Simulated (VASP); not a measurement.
# SbO4 (P6/mmm) in VASP: further runs

SbO4 is run at these levels: PBE; tasks: single point, relaxation of cell and atoms.

All numbers are computed with VASP 6.6.1; they aren't measurements. Logs are shortened: lines on timing, memory, paths and dates and some standing lists are left out, and cuts for length are marked.

## Step 1: The cell of the first run

It takes space group P6/mmm (No. 191, hexagonal). The conventional cell has a = 3.159 Å, b = 3.159 Å, c = 10.027 Å, α = 90.00°, β = 90.00°, γ = 120.00°. Within 2.4 Å of Sb (site symmetry 6/mmm) lie 2 O at 1.85 Å. Within 2.4 Å of O (site symmetry 6mm) lie 1 Sb at 1.85 Å. Within 2.4 Å of O (site symmetry -6m2) lie 3 O at 1.82 Å.

The cell was built from a structure type or drawn by symmetry, and may not be a known phase.

## Step 2: Single point, PBE

Contents of INCAR:

```
  PREC = Accurate
  ENCUT = 520
  EDIFF = 1E-6
  ISMEAR = 0
  SIGMA = 0.1
  LREAL = F
  LASPH = T
  NELM = 60
  ALGO = Normal
  ISIF = 2
  LWAVE = F
  LCHARG = F
  GGA = PE
  NBANDS = 22
```

Contents of KPOINTS:

```
Automatic mesh
0
Gamma
  12 12 4
```

Contents of POSCAR:

```
SbO4
1.0
    3.1591870521      0.0000000000      0.0000000000
   -1.5795935261      2.7359362424      0.0000000000
    0.0000000000      0.0000000000     10.0273756941
Sb O
1 4
Direct
    0.0000000000      0.0000000000      0.5000000000
    0.0000000000      0.0000000000      0.3159353315
    0.0000000000      0.0000000000      0.6840646685
    0.3333333333      0.6666666667      0.0000000000
    0.6666666667      0.3333333333      0.0000000000
```

Potentials or basis: VASP PAW PBE potentials, release 64 (Sb, O).

On the command line:

```bash
$ cat potpaw_PBE.64/Sb/POTCAR potpaw_PBE.64/O/POTCAR > POTCAR
$ mpirun -np 1 vasp_std > vasp.out
```

OUTCAR:

```text
PREC = Accurate
   ENCUT = 520
   EDIFF = 1E-6
   ISMEAR = 0
   LREAL = F
   LASPH = T
   NELM = 60
   ISIF = 2
   GGA = PE

 ion  position               nearest neighbor table
   1  0.000  0.000  0.500-   2 1.85   3 1.85
   2  0.000  0.000  0.316-   1 1.85
   3  0.000  0.000  0.684-   1 1.85
   4  0.333  0.667  0.000-   5 1.82   5 1.82   5 1.82
   5  0.667  0.333  0.000-   4 1.82   4 1.82   4 1.82

  LATTYP: Found a hexagonal cell.
 ALAT       =     3.1591870521
 C/A-ratio  =     3.1740367154

  Lattice vectors:

 A1 = (   3.1591870521,   0.0000000000,   0.0000000000)
 A2 = (  -1.5795935261,   2.7359362424,   0.0000000000)
 A3 = (   0.0000000000,   0.0000000000,  10.0273756941)

Analysis of symmetry for initial positions (statically):
=====================================================================
 Subroutine PRICEL returns:
 Original cell was already a primitive cell.

 Routine SETGRP: Setting up the symmetry group for a
 hexagonal supercell.

 Subroutine GETGRP returns: Found 24 space group operations
 (whereof 24 operations were pure point group operations)
 out of a pool of 24 trial point group operations.

The static configuration has the point symmetry D_6h.

Analysis of symmetry for dynamics (positions and initial velocities):
=====================================================================
 Subroutine PRICEL returns:
 Original cell was already a primitive cell.

 Routine SETGRP: Setting up the symmetry group for a
 hexagonal supercell.

 Subroutine GETGRP returns: Found 24 space group operations
 (whereof 24 operations were pure point group operations)
 out of a pool of 24 trial point group operations.

The dynamic configuration has the point symmetry D_6h.

 Subroutine INISYM returns: Found 24 space group operations
 (whereof 24 operations are pure point group operations),
 and found     1 'primitive' translations

----------------------------------------------------------------------------------------

                                     Primitive cell

  volume of cell :      86.6700

  direct lattice vectors                    reciprocal lattice vectors
     3.159187052  0.000000000  0.000000000     0.316537129  0.182752797  0.000000000
[... 89 lines left out ...]
   LASPH  =      T    aspherical Exc in radial PAW
   ENCUT  =  520.0 eV  38.22 Ry    6.18 a.u.   5.87  5.87 18.64*2*pi/ulx,y,z
   NELM   =     60;   NELMIN=  2; NELMDL= -5     # of ELM steps
   EDIFF  = 0.1E-05   stopping-criterion for ELM
   LREAL  =      F    real-space projection
   EDIFFG = 0.1E-04   stopping-criterion for IOM
   NSW    =      0    number of steps for IOM
   IBRION =     -1    ionic relax: 0-MD 1-quasi-New 2-CG
   NFREE  =      0    steps in history (QN), initial steepest desc. (CG)
   ISIF   =      2    stress and relaxation
   ISYM   =      2    0-nonsym 1-usesym 2-fastsym
   POTIM  = 0.5000    time-step for ionic-motion
   TEBEG  =    0.0;   TEEND  =   0.0 temperature during run
   PSTRESS=    0.0 pullay stress
   NELECT =      29.0000    total number of electrons
   NUPDOWN=      -1.0000    fix difference up-down
   EMIN   =  10.00;   EMAX   =-10.00  energy-range for DOS
   EFERMI =   0.00;   METHOD = LEGACY
   ISMEAR =     0;   SIGMA  =   0.10  broadening in eV -4-tet -1-fermi 0-gaus
   EFERMI_NEDOS =   21; number of points for ismear=-14 and -15
   IALGO  =     38    algorithm
   IMIX   =      4    mixing-type and parameters
     AMIX     =   0.40;   BMIX     =  1.00
     AMIX_MAG =   1.60;   BMIX_MAG =  1.00
  volume/ion in A,a.u.               =      17.33       116.98
  Fermi-wavevector in a.u.,A,eV,Ry     =   1.136540  2.147749 17.574953  1.291723
  Thomas-Fermi vector in A             =   2.273245
   LORBIT       =      0    0 simple, 1 ext, 2 COOP (PROOUT), +10 PAW based schemes
   GGA     = PE    functional components
   LHFCALC =     F    Hartree Fock is set to
   AEXX    =    0.0000 exact exchange contribution
   IVDW    =     0    specifies the selected vdW correction
   LEPSILON=     F    determine dielectric tensor
   LRPA    =     F    only Hartree local field effects (RPA)
 non-spin polarized calculation
 Gauss-broadening in eV      SIGMA  =   0.10
  energy-cutoff  :      520.00
  volume of cell :       86.67
 maximum number of plane-waves:      2347
 NGX is ok and might be reduce to    24
   NGX = 11   NGY = 11   NGZ = 37

 number of electron      28.9999989 magnetization

 Free energy of the ion-electron system (eV)
  ---------------------------------------------------
  ext. energy  EPLUGINS =         0.00000000
  ---------------------------------------------------
  free energy    TOTEN  =       -19.21929286 eV

  energy without entropy =      -19.18132735  energy(sigma->0) =      -19.20031011

 E-fermi :   0.1521     XC(G=0):  -8.5550

 val. band max:        0.1519135713   @ k =   0.3333   0.0000   0.2500
 cond. band min:       0.1561821765   @ k =   0.3333   0.0000   0.5000
 fundamental gap:      0.0042686052
 Fermi energy:         0.1521357571

 k-point     1 :       0.0000    0.0000    0.0000
  band No.  band energies     occupation
      1     -20.6819      2.00000
      2     -17.6068      2.00000
      3     -17.1429      2.00000
      4     -13.4070      2.00000
      5      -9.5887      2.00000
      6      -4.9727      2.00000
[... 589 lines left out ...]
     21       8.9806      0.00000
     22      10.9456      0.00000

 [... further k-points ...]

------------------------ aborting loop because EDIFF is reached ----------------------------------------

  FORCE on cell =-STRESS in cart. coord.  units (eV):
  Direction    XX          YY          ZZ          XY          YZ          ZX
  --------------------------------------------------------------------------------------
  -------------------------------------------------------------------------------------
  Total       -0.0524994     -0.0524994      1.3517051      0.0000000     -0.0000000     -0.0000000
  in kB       -0.9705010     -0.9705010     24.9875654      0.0000000     -0.0000000     -0.0000000
  external PRESSURE =       7.6821878 kB  Pullay stress =       0.0000000 kB

 VOLUME and BASIS-vectors are now :
 -----------------------------------------------------------------------------
  energy-cutoff  :      520.00
  volume of cell :       86.67
      direct lattice vectors                 reciprocal lattice vectors
     3.159187052  0.000000000  0.000000000     0.316537129  0.182752797  0.000000000
    -1.579593526  2.735936242  0.000000000     0.000000000  0.365505593  0.000000000
     0.000000000  0.000000000 10.027375694     0.000000000  0.000000000  0.099726990

 POSITION                                       TOTAL-FORCE (eV/Angst)
 -----------------------------------------------------------------------------------
      0.00000      0.00000      5.01369        -0.000000      0.000000      0.000000
      0.00000      0.00000      3.16800         0.000000      0.000000     -0.393221
      0.00000      0.00000      6.85937         0.000000     -0.000000      0.393221
     -0.00000      1.82396      0.00000         0.000000     -0.000000      0.000000
      1.57959      0.91198      0.00000        -0.000000      0.000000      0.000000
 -----------------------------------------------------------------------------------
    total drift:                                0.000000     -0.000000      0.000000

  FREE ENERGIE OF THE ION-ELECTRON SYSTEM (eV)
  ---------------------------------------------------
  free  energy   TOTEN  =       -19.2192928612 eV

  energy  without entropy=      -19.1813273494  energy(sigma->0) =      -19.20031011
```

stdout:

```text
POSCAR found type information on POSCAR SbO
 POSCAR found :  2 types and       5 ions
 scaLAPACK will be used
 LDA part: xc-table for (Slater+PW92), standard interpolation
 POSCAR, INCAR and KPOINTS ok, starting setup
 FFT: planning ... GRIDC
 FFT: planning ... GRID_SOFT
 FFT: planning ... GRID
 WAVECAR not read
 entering main loop
```

Wall time 40 s (1 thread of Intel Xeon 6975P-C (Granite Rapids), shared host); peak memory 0.25 GiB.

What came out:

* Free energy: -19.2193 eV
* Pressure: 0.8 GPa
* Largest force: 0.393 eV/Å
* Band gap on the k mesh: zero (an odd number of electrons rules out a gap without spin polarisation)

Forces on the atoms (eV/Å):
```
Sb   0.000  0.000  0.000
O    0.000  0.000 -0.393
O    0.000  0.000  0.393
O    0.000  0.000  0.000
O    0.000  0.000  0.000
```

Stress tensor (GPa, compression positive):
```
-0.10  0.00  0.00
 0.00 -0.10  0.00
 0.00  0.00  2.50
```

Caveat: spin-orbit coupling is left out, which moves the levels of the heavy elements; an odd number of electrons without spin polarisation forces a metal; a magnetic or distorted state may lie lower.

[end of part 1 of 2]
